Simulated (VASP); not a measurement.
Here is a VASP 6.6.1 calculation.

INCAR

```
  ALGO = Normal
  EDIFF = 1E-6
  ENCUT = 560
  GGA = PE
  GGA_COMPAT = False
  ISIF = 2
  ISMEAR = -1
  LASPH = True
  LCHARG = True
  LNONCOLLINEAR = True
  LORBIT = 11
  LORBMOM = True
  LREAL = False
  LSORBIT = True
  LVHAR = True
  LWAVE = False
  MAGMOM = 0 0 0 0 0 0
  NBANDS = 30
  NELM = 200
  PREC = Accurate
  SIGMA = 0.05
```

The input KPOINTS:

```
k-points
0
Gamma
  10 10 10
```

Contents of POSCAR:

```
BAs
1.0
    0.0000000000      2.4353452264      2.4353452264
    2.4353452264      0.0000000000      2.4353452264
    2.4353452264      2.4353452264      0.0000000000
As B
1 1
Direct
    0.7500000000      0.7500000000      0.7500000000
    0.0000000000      0.0000000000      0.0000000000
```

Potentials or basis: VASP PAW PBE potentials, release 64 (As_d, B).

Launch:

```console
$ cat potpaw_PBE.64/As_d/POTCAR potpaw_PBE.64/B/POTCAR > POTCAR
$ mpirun -np 1 vasp_ncl > vasp.out
```

**Question.** Estimate the net moment.

**Answer.** 0.00 μB per cell.

**Question.** What does it give for the pressure?

**Answer.** -4.8 GPa.

Moments on the atoms (μB; x, y, z):
```
As  0.00 0.00 0.00
B   0.00 0.00 0.00
```

Caveat: the cell stands under tension.
